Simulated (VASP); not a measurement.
Wanted: the native input for a VASP 6.6.1 run.

```
Task                   : single point
Functional             : r2SCAN
Potentials or basis    : VASP PAW PBE potentials, release 64 (Zr_sv, C)
Cutoff                 : 660 eV
k mesh                 : 13 × 13 × 13
Occupations            : fermi-dirac, width 0.05 eV
Spin                   : no spin polarisation
Dipole correction      : no
Further INCAR settings : ALGO = Normal; EDIFF = 1e-06; NBANDS = 15
```

ZrC:

```
Zr C
1.0
     0.00000    2.09989    2.09989
     2.09989    0.00000    2.09989
     2.09989    2.09989    0.00000
Zr C
1 1
Direct
  0.50000 0.50000 0.50000
  0.00000 0.00000 0.00000
```

One way to write it, as run:

POSCAR

```
ZrC
1.0
    0.0000000000      2.0998929641      2.0998929641
    2.0998929641      0.0000000000      2.0998929641
    2.0998929641      2.0998929641      0.0000000000
Zr C
1 1
Direct
    0.5000000000      0.5000000000      0.5000000000
    0.0000000000      0.0000000000      0.0000000000
```

INCAR.step1

```
SYSTEM = ZrC
PREC     = Accurate       ! precision mode
ENCUT    = 660            ! plane-wave cutoff, eV
ISMEAR   = -1             ! smearing method
SIGMA    = 0.05           ! smearing width, eV
LREAL    = .False.        ! projectors in reciprocal space
LASPH    = .True.         ! aspherical terms in the spheres
NELM     = 120            ! most SCF steps
NBANDS   = 15             ! bands
GGA      = PE             ! functional
ALGO     = Normal         ! electronic algorithm
EDIFF    = 1E-5           ! SCF threshold, eV
LWAVE    = .True.         ! write WAVECAR
LCHARG   = .False.        ! write CHGCAR
GGA_COMPAT= .False.
```

INCAR.step2

```
SYSTEM = ZrC
PREC     = Accurate       ! precision mode
ENCUT    = 660            ! plane-wave cutoff, eV
EDIFF    = 1E-6           ! SCF threshold, eV
ISMEAR   = -1             ! smearing method
SIGMA    = 0.05           ! smearing width, eV
LREAL    = .False.        ! projectors in reciprocal space
LASPH    = .True.         ! aspherical terms in the spheres
NELM     = 120            ! most SCF steps
ALGO     = Normal         ! electronic algorithm
ISIF     = 2              ! what is computed and relaxed
LWAVE    = .False.        ! write WAVECAR
LCHARG   = .False.        ! write CHGCAR
METAGGA  = R2SCAN         ! meta-GGA
LMIXTAU  = .True.       
NBANDS   = 15             ! bands
ISTART   = 1            
GGA_COMPAT= .False.
```

KPOINTS

```
Automatic mesh
0
Gamma
  13 13 13
  0 0 0
```

Potentials or basis: VASP PAW PBE potentials, release 64 (Zr_sv, C).

The run is started by

```console
$ cat potpaw_PBE.64/Zr_sv/POTCAR potpaw_PBE.64/C/POTCAR > POTCAR
$ cp INCAR.step1 INCAR
$ mpirun -np 1 vasp_std > vasp.out
$ cp INCAR.step2 INCAR
$ mpirun -np 1 vasp_std > vasp.out
```

It gave:

| Property | Result |
| --- | --- |
| Pressure | 155.6 GPa |
| Band gap on the k mesh | zero (bands 8 and 9 overlap by 1.38 eV) |

Caveat: the cell stands under pressure; the PAW data sets were made with another functional, which shifts forces and pressure a little.

Wall time 87 s on 1 thread of Intel(R) Xeon(R) 6975P-C (Granite Rapids) (shared host), peak memory 0.19 GiB.
